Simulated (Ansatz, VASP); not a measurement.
BN in VASP and in Ansatz

```
CELL_PARAMETERS angstrom
0.00000 1.80488 1.80488
1.80488 0.00000 1.80488
1.80488 1.80488 0.00000
ATOMIC_POSITIONS crystal
B 0.00000 0.00000 0.00000
N 0.75000 0.75000 0.75000
```

Change from the starting cell: atom 1 moved 0.30 Å; relaxed back.

Alike in both runs: functional r2SCAN; k mesh 10 × 10 × 10; occupations gaussian, width 0.05 eV; no spin polarisation.

Ansatz relaxed the structure, and its values are those at the end. VASP's run is a single point on that final structure, the one shown.

```csv
,VASP,Ansatz
version,VASP 6.6.1,Ansatz 0.2.0
potentials or method,"VASP PAW PBE potentials, release 64 (B_h, N_h), cutoff 1460 eV","scalar-relativistic, plane waves, PAW"
valence electrons in the cell,8,8
```

|  | VASP | Ansatz | Ansatz less VASP |
| --- | --- | --- | --- |
| gap on the k mesh at the Fermi level (eV) | 5.00 | 5.00 | +0.005 |
| least direct gap on the mesh (eV) | 9.57 | 9.59 | +0.016 |
| pressure (GPa) | -0.5 | 0.0 | +0.46 |

VASP's potentials were made for PBE, not for r2SCAN.
